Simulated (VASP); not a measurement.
# InP (Fm-3m) in VASP: further runs, part 2 of 2

VASP 6.6.1. The steps go on from the part before.

### Step 3. Electric field gradients, PBEsol (volume scaled by 0.96)

The input, INCAR:

```
SYSTEM = InP
PREC = Accurate
ENCUT = 520
EDIFF = 1E-8
ISMEAR = -1
SIGMA = 0.03
LREAL = .FALSE.
LASPH = .TRUE.
NELM = 100
ALGO = Normal
ISIF = 2
LWAVE = .FALSE.
LCHARG = .FALSE.
GGA = PS
LEFG = .TRUE.
NBANDS = 16
```

The input, KPOINTS:

```
Automatic mesh
0
G
  11 11 11
  0 0 0
```

The input, POSCAR:

```
InP
1.0
    0.0000000000      2.8164141889      2.8164141889
    2.8164141889      0.0000000000      2.8164141889
    2.8164141889      2.8164141889      0.0000000000
In P
1 1
Direct
    0.0000000000      0.0000000000      0.0000000000
    0.5000000000      0.5000000000      0.5000000000
```

Potentials or basis: VASP PAW PBE potentials, release 64 (In_d, P).

On the command line:

```sh
cat potpaw_PBE.64/In_d/POTCAR potpaw_PBE.64/P/POTCAR > POTCAR
mpirun -np 1 vasp_std > vasp.out
```

OUTCAR:

```text
SYSTEM = InP
   PREC = Accurate
   ENCUT = 520
   EDIFF = 1E-8
   ISMEAR = -1
   LREAL = .FALSE.
   LASPH = .TRUE.
   NELM = 100
   ISIF = 2
   GGA = PS

 ion  position               nearest neighbor table
   1  0.000  0.000  0.000-   2 2.82   2 2.82   2 2.82   2 2.82   2 2.82   2 2.82
   2  0.500  0.500  0.500-   1 2.82   1 2.82   1 2.82   1 2.82   1 2.82   1 2.82

  LATTYP: Found a face centered cubic cell.
 ALAT       =     5.6328283778

  Lattice vectors:

 A1 = (   0.0000000000,   2.8164141889,   2.8164141889)
 A2 = (   2.8164141889,   0.0000000000,   2.8164141889)
 A3 = (   2.8164141889,   2.8164141889,   0.0000000000)

Analysis of symmetry for initial positions (statically):
=====================================================================
 Subroutine PRICEL returns:
 Original cell was already a primitive cell.

 Routine SETGRP: Setting up the symmetry group for a
 face centered cubic supercell.

 Subroutine GETGRP returns: Found 48 space group operations
 (whereof 48 operations were pure point group operations)
 out of a pool of 48 trial point group operations.

The static configuration has the point symmetry O_h .

Analysis of symmetry for dynamics (positions and initial velocities):
=====================================================================
 Subroutine PRICEL returns:
 Original cell was already a primitive cell.

 Routine SETGRP: Setting up the symmetry group for a
 face centered cubic supercell.

 Subroutine GETGRP returns: Found 48 space group operations
 (whereof 48 operations were pure point group operations)
 out of a pool of 48 trial point group operations.

The dynamic configuration has the point symmetry O_h .

 Subroutine INISYM returns: Found 48 space group operations
 (whereof 48 operations are pure point group operations),
 and found     1 'primitive' translations

----------------------------------------------------------------------------------------

                                     Primitive cell

  volume of cell :      44.6807

  direct lattice vectors                    reciprocal lattice vectors
     0.000000000  2.816414189  2.816414189    -0.177530706  0.177530706  0.177530706
     2.816414189  0.000000000  2.816414189     0.177530706 -0.177530706  0.177530706
     2.816414189  2.816414189  0.000000000     0.177530706  0.177530706 -0.177530706

  length of vectors
     3.983011143  3.983011143  3.983011143     0.307492203  0.307492203  0.307492203

  position of ions in fractional coordinates (direct lattice)
     0.000000000  0.000000000  0.000000000
     0.500000000  0.500000000  0.500000000

  ion indices of the primitive-cell ions
   primitive index   ion index
                 1           1
                 2           2

----------------------------------------------------------------------------------------

 KPOINTS: Automatic mesh

Automatic generation of k-mesh.
 Grid dimensions read from file:
 generate k-points for:   11   11   11

 Generating k-lattice:

[... 63 lines left out ...]
   EDIFFG = 0.1E-06   stopping-criterion for IOM
   NSW    =      0    number of steps for IOM
   IBRION =     -1    ionic relax: 0-MD 1-quasi-New 2-CG
   NFREE  =      0    steps in history (QN), initial steepest desc. (CG)
   ISIF   =      2    stress and relaxation
   ISYM   =      2    0-nonsym 1-usesym 2-fastsym
   POTIM  = 0.5000    time-step for ionic-motion
   TEBEG  =    0.0;   TEEND  =   0.0 temperature during run
   PSTRESS=    0.0 pullay stress
   NELECT =      18.0000    total number of electrons
   NUPDOWN=      -1.0000    fix difference up-down
   EMIN   =  10.00;   EMAX   =-10.00  energy-range for DOS
   EFERMI =   0.00;   METHOD = LEGACY
   ISMEAR =    -1;   SIGMA  =   0.03  broadening in eV -4-tet -1-fermi 0-gaus
   EFERMI_NEDOS =   21; number of points for ismear=-14 and -15
   IALGO  =     38    algorithm
   IMIX   =      4    mixing-type and parameters
     AMIX     =   0.40;   BMIX     =  1.00
     AMIX_MAG =   1.60;   BMIX_MAG =  1.00
  volume/ion in A,a.u.               =      22.34       150.76
  Fermi-wavevector in a.u.,A,eV,Ry     =   1.209091  2.284852 19.890385  1.461902
  Thomas-Fermi vector in A             =   2.344679
   LORBIT       =      0    0 simple, 1 ext, 2 COOP (PROOUT), +10 PAW based schemes
   GGA     = PS    functional components
   LHFCALC =     F    Hartree Fock is set to
   AEXX    =    0.0000 exact exchange contribution
   IVDW    =     0    specifies the selected vdW correction
   LEPSILON=     F    determine dielectric tensor
   LRPA    =     F    only Hartree local field effects (RPA)
 non-spin polarized calculation
  energy-cutoff  :      520.00
  volume of cell :       44.68
 maximum number of plane-waves:      1243
 NGX is ok and might be reduce to    30
   NGX = 15   NGY = 15   NGZ = 15

 number of electron      17.9999996 magnetization

 Free energy of the ion-electron system (eV)
  ---------------------------------------------------
  ext. energy  EPLUGINS =         0.00000000
  ---------------------------------------------------
  free energy    TOTEN  =        -8.71463864 eV

  energy without entropy =       -8.71216070  energy(sigma->0) =       -8.71339967

 E-fermi :   6.2929     XC(G=0): -10.3204

 val. band max:        6.2565633085   @ k =  -0.4545   0.0909   0.0000
 cond. band min:       6.3052414344   @ k =   0.4545   0.2727   0.0000
 fundamental gap:      0.0486781258
 Fermi energy:         6.2928988337

 k-point     1 :       0.0000    0.0000    0.0000
  band No.  band energies     occupation
      1      -7.7575      2.00000
      2      -7.7575      2.00000
      3      -7.7390      2.00000
      4      -7.7390      2.00000
      5      -7.7390      2.00000
      6      -5.3449      2.00000
[... 433 lines left out ...]
      3      -7.7363      2.00000
      4      -7.7080      2.00000
      5      -7.6963      2.00000
      6      -4.3319      2.00000
[... 8 lines left out ...]
     15      16.1483      0.00000
     16      17.1901      0.00000

 [... further k-points ...]
[... 5 lines left out ...]
  --------------------------------------------------------------------------------------
  -------------------------------------------------------------------------------------
  Total       -1.7772761     -1.7772761     -1.7772761     -0.0000000      0.0000000     -0.0000000
  in kB      -63.7302932    -63.7302932    -63.7302932     -0.0000000      0.0000000     -0.0000000
  external PRESSURE =     -63.7302932 kB  Pullay stress =       0.0000000 kB

 VOLUME and BASIS-vectors are now :
 -----------------------------------------------------------------------------
  energy-cutoff  :      520.00
  volume of cell :       44.68
      direct lattice vectors                 reciprocal lattice vectors
     0.000000000  2.816414189  2.816414189    -0.177530706  0.177530706  0.177530706
     2.816414189  0.000000000  2.816414189     0.177530706 -0.177530706  0.177530706
     2.816414189  2.816414189  0.000000000     0.177530706  0.177530706 -0.177530706

 POSITION                                       TOTAL-FORCE (eV/Angst)
 -----------------------------------------------------------------------------------
      0.00000      0.00000      0.00000         0.000000     -0.000000      0.000000
      2.81641      2.81641      2.81641        -0.000000      0.000000     -0.000000
 -----------------------------------------------------------------------------------
    total drift:                               -0.000000      0.000000      0.000000

  FREE ENERGIE OF THE ION-ELECTRON SYSTEM (eV)
  ---------------------------------------------------
  free  energy   TOTEN  =        -8.7146386441 eV

  energy  without entropy=       -8.7121607028  energy(sigma->0) =       -8.71339967

 Electric field gradients (V/A^2)
---------------------------------------------------------------------
 ion       V_xx      V_yy      V_zz      V_xy      V_xz      V_yz
---------------------------------------------------------------------
   1       0.000     0.000    -0.000     0.000     0.000     0.000
   2      -0.000     0.000    -0.000    -0.000    -0.000    -0.000
---------------------------------------------------------------------

 Electric field gradients after diagonalization (V/A^2)
 (convention: |V_zz| > |V_xx| > |V_yy|)
----------------------------------------------------------------------
 ion       V_xx      V_yy      V_zz     asymmetry (V_yy - V_xx)/ V_zz
----------------------------------------------------------------------
   1      -0.000    -0.000     0.001       0.000
   2       0.000     0.000    -0.001       0.000
----------------------------------------------------------------------

           NMR quadrupolar parameters

 Cq : quadrupolar parameter    Cq=e*Q*V_zz/h
 eta: asymmetry parameters     (V_yy - V_xx)/ V_zz
 Q  : nuclear electric quadrupole moment in mb (millibarn)
----------------------------------------------------------------------
 ion       Cq(MHz)       eta       Q (mb)
----------------------------------------------------------------------
   1       0.000       0.000       1.000
   2      -0.000       0.000       1.000
----------------------------------------------------------------------
```

stdout:

```text
POSCAR found type information on POSCAR InP
 POSCAR found :  2 types and       2 ions
 scaLAPACK will be used
 -----------------------------------------------------------------------------
|                                                                             |
|                                                                             |
|     You enforced a specific xc type in the INCAR file but a different       |
|     I HOPE YOU KNOW WHAT YOU ARE DOING!                                     |
|                                                                             |
 -----------------------------------------------------------------------------

 LDA part: xc-table for (Slater+PW92), standard interpolation
 POSCAR, INCAR and KPOINTS ok, starting setup
 FFT: planning ... GRIDC
 FFT: planning ... GRID_SOFT
 FFT: planning ... GRID
 WAVECAR not read
 entering main loop
ion   1

ion   2
```

It took 21 s on 1 thread of Intel Xeon 6975P-C (Granite Rapids), shared host; peak memory 0.18 GiB.

What came out:

```
Free energy            : -8.7146 eV
Pressure               : -6.4 GPa
Band gap on the k mesh : zero (band 9 reaches 6.63 eV, above the bottom of band 10 at 4.16 eV)
```

Levels at points of the mesh, in eV from the Fermi level:
| k point | band 6 | band 7 | band 8 | band 9 | band 10 | band 11 | band 12 | band 13 |
| --- | --- | --- | --- | --- | --- | --- | --- | --- |
| (0.00, 0.00, 0.00) | -11.64 | -0.22 | -0.22 | -0.22 | 0.10 | 7.07 | 7.07 | 7.07 |

Caveat: without QUAD_EFG the Cq values of the log hold for a quadrupole moment of 1 mb, not for the nuclei; the PAW data sets were made with another functional, which shifts forces and pressure a little; spin-orbit coupling is left out, which moves the levels of the heavy elements.
